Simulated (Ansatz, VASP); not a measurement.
**One calculation of Sn2TeO2, two programs**

```
CELL_PARAMETERS angstrom
4.06884 0.00000 0.00000
-2.03442 3.52372 0.00000
0.00000 0.00000 6.76947
ATOMIC_POSITIONS crystal
Sn 0.33333 0.66667 0.29856
Sn 0.66667 0.33333 0.70144
Te 0.00000 0.00000 0.00000
O 0.33333 0.66667 0.60977
O 0.66667 0.33333 0.39023
```

Change from the starting cell: species swapped into the EuMn2Sb2 type (P-3m1, No. 164).

Alike in both runs: functional PBE; k mesh 6 × 6 × 4; occupations gaussian, width 0.1 eV; no spin polarisation.

Ansatz relaxed the structure, and its values are those at the end. VASP's run is a single point on that final structure, the one shown.

```csv
,VASP,Ansatz
version,VASP 6.6.1,Ansatz 0.2.0
potentials or method,"VASP PAW PBE potentials, release 64 (Sn_d, Te, O), cutoff 520 eV","scalar-relativistic, plane waves, PAW"
valence electrons in the cell,46,56
```

|  | VASP | Ansatz | Ansatz less VASP |
| --- | --- | --- | --- |
| gap on the k mesh at the Fermi level (eV) | none | none | - |
| pressure (GPa) | 0.3 | 0.2 | -0.10 |
| rms of the force components (eV/Å) | 0.028 | 0.012 | -0.0162 |

A gap of «none» marks a metal or a gap that the smearing closes. With one functional, cell and mesh, what is left measures potentials, basis and numerics. VASP's potentials hold 46 valence electrons a cell and Ansatz's 56, so a difference there can come from the potentials and not from the codes.

Spin-orbit coupling is off throughout.
